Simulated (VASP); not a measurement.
Input of a VASP 6.6.1 run:

The input INCAR:

```
SYSTEM = BN
ALGO = Normal
EDIFF = 1E-6
ENCUT = 520
GGA = PS
ISIF = 2
ISMEAR = 0
LASPH = .TRUE.
LCHARG = .FALSE.
LREAL = .FALSE.
LWAVE = .FALSE.
NBANDS = 16
NELM = 100
PREC = Accurate
SIGMA = 0.02
```

Contents of KPOINTS:

```
k-points
0
G
  9 9 6
  0 0 0
```

POSCAR

```
BN
1.0
    2.5024521521      0.0000000000      0.0000000000
   -1.2512260760      2.1671871355      0.0000000000
    0.0000000000      0.0000000000      4.2125437422
B N
2 2
Direct
    0.3333333333      0.6666666667      0.0000751913
    0.6666666667      0.3333333333      0.5000751913
    0.3333333333      0.6666666667      0.3739248087
    0.6666666667      0.3333333333      0.8739248087
```

Potentials or basis: VASP PAW PBE potentials, release 64 (B, N).

Launch:

```sh
$ cat potpaw_PBE.64/B/POTCAR potpaw_PBE.64/N/POTCAR > POTCAR
$ mpirun -np 1 vasp_std > vasp.out
```

Estimate the band gap on the k mesh.

4.79 eV, indirect (least direct gap 8.15 eV).

Predict the pressure.

12.3 GPa.

What does it give for the largest force?

0.010 eV/Å.

Forces on the atoms (eV/Å):
```
B    0.000  0.000  0.010
B    0.000  0.000  0.010
N    0.000  0.000 -0.010
N    0.000  0.000 -0.010
```

Caveat: the cell differs from its parent crystal (strained cell); the PAW data sets were made with another functional, which shifts forces and pressure a little. A k mesh can miss the band edges.
